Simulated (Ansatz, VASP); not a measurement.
## Two plane-wave programs on BeTeS3

```
CELL_PARAMETERS angstrom
6.44858 0.00000 0.00000
-3.22429 5.58464 0.00000
0.00000 0.00000 6.62559
ATOMIC_POSITIONS crystal
Be 0.33333 0.66667 0.00000
Be 0.66667 0.33333 0.00000
Te 0.33333 0.66667 0.50000
Te 0.66667 0.33333 0.50000
S 0.33333 0.66667 0.77375
S 0.33333 0.66667 0.22625
S 0.66667 0.33333 0.22625
S 0.66667 0.33333 0.77375
S 0.00000 0.00000 0.50000
S 0.00000 0.00000 0.00000
```

Alike in both runs: task single point; functional PBE; k mesh 3 × 3 × 4; occupations gaussian, width 0.1 eV; no spin polarisation.

```csv
,VASP,Ansatz
version,VASP 6.6.1,Ansatz 0.2.0
potentials or method,"VASP PAW PBE potentials, release 64 (Be, Te, S), cutoff 520 eV","scalar-relativistic, plane waves, PAW"
valence electrons in the cell,52,72
```

Ansatz gave:

```
gap on the k mesh at the Fermi level (eV) : none
rms of the force components (eV/Å)        : 4.091
```

Which values does VASP return?

gap on the k mesh at the Fermi level (eV): none; rms of the force components (eV/Å): 4.154.

Atom by atom the forces differ by 0.062 eV/Å (rms over components). A gap of «none» marks a metal or a gap that the smearing closes. VASP's potentials hold 52 valence electrons a cell and Ansatz's 72, so a difference there can come from the potentials and not from the codes.

The k mesh is coarse, so the values compare programs but aren't converged. Neither program's run includes spin-orbit coupling.
